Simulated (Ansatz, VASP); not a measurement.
## Pt in VASP and in Ansatz

The input INCAR:

```
SYSTEM = Pt
PREC = Accurate
ENCUT = 570
EDIFF = 1E-6
ISMEAR = 0
SIGMA = 0.1
LREAL = .FALSE.
LASPH = .TRUE.
NELM = 120
ALGO = Normal
ISIF = 2
LWAVE = .FALSE.
LCHARG = .TRUE.
GGA = PE
LELF = .TRUE.
LVHAR = .TRUE.
NBANDS = 44
GGA_COMPAT = .FALSE.
```

The input KPOINTS:

```
regular mesh
0
G
  6 6 4
  0 0 0
```

File POSCAR:

```
Pt
1.0
    1.5794096832     -5.0102119859      0.0000000000
    1.5794096832      5.0102119859      0.0000000000
    0.0000000000      0.0000000000      4.1799482854
Pt
4
Direct
    0.0980000000      0.9020000000      0.9100000000
    0.5980000000      0.4020000000      0.5900000000
    0.9020000000      0.0980000000      0.0900000000
    0.4020000000      0.5980000000      0.4100000000
```

Input for Ansatz:

```yaml
crystal:
  lattice:
    - [1.5794096832, -5.0102119859, 0.0]
    - [1.5794096832, 5.0102119859, 0.0]
    - [0.0, 0.0, 4.1799482854]
  atoms:
    - { symbol: Pt, position: [0.098, 0.902, 0.91] }
    - { symbol: Pt, position: [0.598, 0.402, 0.59] }
    - { symbol: Pt, position: [0.902, 0.098, 0.09] }
    - { symbol: Pt, position: [0.402, 0.598, 0.41] }
basis:
  ecutwfc: 420
kpoints:
  mp_grid: { grid: [6, 6, 4] }
hamiltonian:
  xc: pbe
scf:
  occupations: { method: gaussian, width: 0.1 }
  lower_state_search: "off"
output:
  forces: true
  stress: true
  eigenvalues: true
```

Alike in both runs: task single point; functional PBE; k mesh 6 × 6 × 4; occupations gaussian, width 0.1 eV; no spin polarisation.

```csv
,VASP,Ansatz
version,VASP 6.6.1,Ansatz 0.2.0
potentials or method,"VASP PAW PBE potentials, release 64 (Pt_sv_GW), cutoff 570 eV","scalar-relativistic, plane waves, PAW"
valence electrons in the cell,72,72
```

|  | VASP | Ansatz | Ansatz less VASP |
| --- | --- | --- | --- |
| gap on the k mesh at the Fermi level (eV) | none | none | - |
| rms of the force components (eV/Å) | 11.848 | 11.698 | -0.1492 |

Atom by atom the forces differ by 0.149 eV/Å (rms over components). A gap of «none» marks a metal or a gap that the smearing closes.

The k mesh is coarse, so the values compare programs but aren't converged. Neither program's run includes spin-orbit coupling.
